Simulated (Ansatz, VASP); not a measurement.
One calculation of GaGe, two programs

Contents of INCAR:

```
SYSTEM = GaGe
PREC = Accurate ; ENCUT = 520
EDIFF = 1E-7 ; ISMEAR = 0
SIGMA = 0.017 ; LREAL = .FALSE.
LASPH = .TRUE. ; NELM = 60
ALGO = Normal ; ISIF = 2
LWAVE = .FALSE. ; LCHARG = .TRUE.
GGA = PE ; LELF = .TRUE.
LVHAR = .TRUE. ; NBANDS = 20
```

KPOINTS

```
regular mesh
0
G
  8 8 8
  0 0 0
```

Contents of POSCAR:

```
GaGe
1.0
    0.0000000000      2.8978440000      2.8978440000
    2.8978440000      0.0000000000      2.8978440000
    2.8978440000      2.8978440000      0.0000000000
Ge Ga
1 1
Direct
    0.0000000000      0.0000000000      0.0000000000
    0.2500000000      0.2500000000      0.2500000000
```

Contents of input.yaml:

```yaml
crystal:
  lattice:
    - [0.0, 2.897844, 2.897844]
    - [2.897844, 0.0, 2.897844]
    - [2.897844, 2.897844, 0.0]
  atoms:
    - { symbol: Ge, position: [0.0, 0.0, 0.0] }
    - { symbol: Ga, position: [0.25, 0.25, 0.25] }
hamiltonian:
  xc: pbe
  pseudopotentials: { kind: paw }
kpoints:
  mp_grid: { grid: [8, 8, 8] }
scf:
  occupations: { method: gaussian, width: 0.017 }
output:
  forces: true
  stress: true
  eigenvalues: true
  write_density: true
  write_potential: true
  elf: true
  volumetric_format: npy
```

Alike in both runs: task single point; functional PBE; k mesh 8 × 8 × 8; occupations gaussian, width 0.017 eV; no spin polarisation.

|  | VASP | Ansatz |
| --- | --- | --- |
| version | VASP 6.6.1 | Ansatz 0.2.0 |
| potentials or method | VASP PAW PBE potentials, release 64 (Ge_d, Ga_d) | Ansatz PAW |
| plane-wave cutoff (eV) | 520 | 420 |
| valence electrons in the cell | 27 | 27 |

|  | VASP | Ansatz | Ansatz less VASP |
| --- | --- | --- | --- |
| gap on the k mesh at the Fermi level (eV) | none | none | - |
| pressure (GPa) | 0.3 | 0.2 | -0.05 |

A gap of «none» marks a metal or a gap that the smearing closes.
